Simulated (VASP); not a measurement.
A run of VASP 6.6.1 is set up as follows.

The input INCAR:

```
SYSTEM = HfC
PREC = Accurate
ENCUT = 520
EDIFF = 1E-7
ISMEAR = 0
SIGMA = 0.15
LREAL = .FALSE.
LASPH = .TRUE.
NELM = 60
ALGO = Normal
ISIF = 2
LWAVE = .FALSE.
LCHARG = .FALSE.
GGA = PE
NBANDS = 14
```

Contents of KPOINTS:

```
Automatic mesh
0
G
  18 18 18
  0 0 0
```

File POSCAR:

```
HfC
1.0
    0.0000000000      2.2901250000      2.3250000000
    2.2901250000      0.0000000000      2.3250000000
    2.2901250000      2.2901250000      0.0000000000
Hf C
1 1
Direct
    0.5000000000      0.5000000000      0.5000000000
    0.0000000000      0.0000000000      0.0000000000
```

Potentials or basis: VASP PAW PBE potentials, release 64 (Hf_pv, C).

Launch:

```console
$ cat potpaw_PBE.64/Hf_pv/POTCAR potpaw_PBE.64/C/POTCAR > POTCAR
$ mpirun -np 1 vasp_std > vasp.out
```

**Question.** Predict the band gap on the k mesh.

**Answer.** Zero (band 7 reaches 7.23 eV, above the bottom of band 8 at 5.75 eV).

**Question.** Estimate the pressure.

**Answer.** 7.3 GPa.

Stress tensor (GPa, compression positive):
```
9.60 0.00 0.00
0.00 9.60 0.00
0.00 0.00 2.77
```

Caveat: the cell differs from its parent crystal (strain -0.015 along x and y, +0.000 along z); spin-orbit coupling is left out, which moves the levels of the heavy elements.
